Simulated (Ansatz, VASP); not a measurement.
# One calculation of Fe, two programs

The input INCAR:

```
SYSTEM = Fe
PREC = Accurate
ENCUT = 520
EDIFF = 1E-6
ISMEAR = -1
SIGMA = 0.1
LREAL = .FALSE.
LASPH = .TRUE.
NELM = 60
ALGO = Normal
ISIF = 2
LWAVE = .FALSE.
LCHARG = .TRUE.
GGA = B5
ALDAX = 1.0
AGGAX = 1.0
AGGAC = 1.0
ALDAC = 0.0
LELF = .TRUE.
LVHAR = .TRUE.
NBANDS = 15
```

KPOINTS

```
regular mesh
0
G
  16 16 9
  0 0 0
```

Contents of POSCAR:

```
Fe
1.0
    2.5926257761      0.0000000000      0.0000000000
   -1.2963128881      2.2452797846      0.0000000000
    0.0000000000      0.0000000000      4.0886287921
Fe
2
Direct
    0.3333333333      0.6666666667      0.2500000000
    0.6666666667      0.3333333333      0.7500000000
```

Input for Ansatz:

```yaml
crystal:
  lattice:
    - [2.5926257761, 0.0, 0.0]
    - [-1.2963128881, 2.2452797846, 0.0]
    - [0.0, 0.0, 4.0886287921]
  atoms:
    - { symbol: Fe, position: [0.3333333333, 0.6666666667, 0.25] }
    - { symbol: Fe, position: [0.6666666667, 0.3333333333, 0.75] }
hamiltonian:
  xc: blyp
  pseudopotentials:
    kind: paw
    azcp:
      Fe: "pseudopotentials/Fe.paw.azcp"
basis:
  ecutwfc: 420
  fft_grid_basis: typed
kpoints:
  mp_grid: { grid: [16, 16, 9], shift: [0, 0, 0] }
magnetization:
  spin_polarized: false
scf:
  occupations: { method: fermi_dirac, width: 0.1 }
  lower_state_search: "off"
output:
  stress: true
```

Alike in both runs: task single point; functional BLYP; k mesh 16 × 16 × 9; occupations fermi-dirac, width 0.1 eV; no spin polarisation.

|  | VASP | Ansatz |
| --- | --- | --- |
| version | VASP 6.6.1 | Ansatz 0.2.0 |
| potentials or method | VASP PAW PBE potentials, release 64 (Fe), cutoff 520 eV | plane waves (420 eV) with PAW, scalar-relativistic |
| valence electrons in the cell | 16 | 32 |

```tsv
	VASP	Ansatz	Ansatz less VASP
pressure (GPa)	-21.9	-22.2	-0.33
traceless stress, the component that is largest in VASP (GPa)	-0.71	-0.65	+0.052
```

VASP's potentials were made for PBE, not for BLYP. VASP's potentials hold 16 valence electrons a cell and Ansatz's 32, so a difference there can come from the potentials and not from the codes.
